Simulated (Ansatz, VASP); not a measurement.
One calculation of AgCl, two programs

```
Ag Cl
1.0
     3.39559    0.00000    0.00000
     0.00000    3.39559    0.00000
     0.00000    0.00000    3.39559
Ag Cl
1 1
Cartesian
  0.0000 0.0000 0.0000
  1.6978 1.6978 1.6978
```

Alike in both runs: task single point; functional r2SCAN50; k mesh 4 × 4 × 4; no spin polarisation.

|  | VASP | Ansatz |
| --- | --- | --- |
| version | VASP 6.6.1 | Ansatz 0.2.0 |
| potentials or method | VASP PAW PBE potentials, release 64 (Ag_sv_GW, Cl) | plane waves |
| plane-wave cutoff (eV) | 510 | 500 |
| occupations | gaussian, width 0.01 eV | fixed |
| valence electrons in the cell | 26 | 26 |

```tsv
	VASP	Ansatz	Ansatz less VASP
gap on the k mesh at the Fermi level (eV)	5.24	5.18	-0.060
```

VASP's potentials were made for PBE, not for r2SCAN50. Ansatz's warnings: stress exchange threshold loose, stress scf threshold loose.

The k mesh is coarse, so the values compare programs but aren't converged.
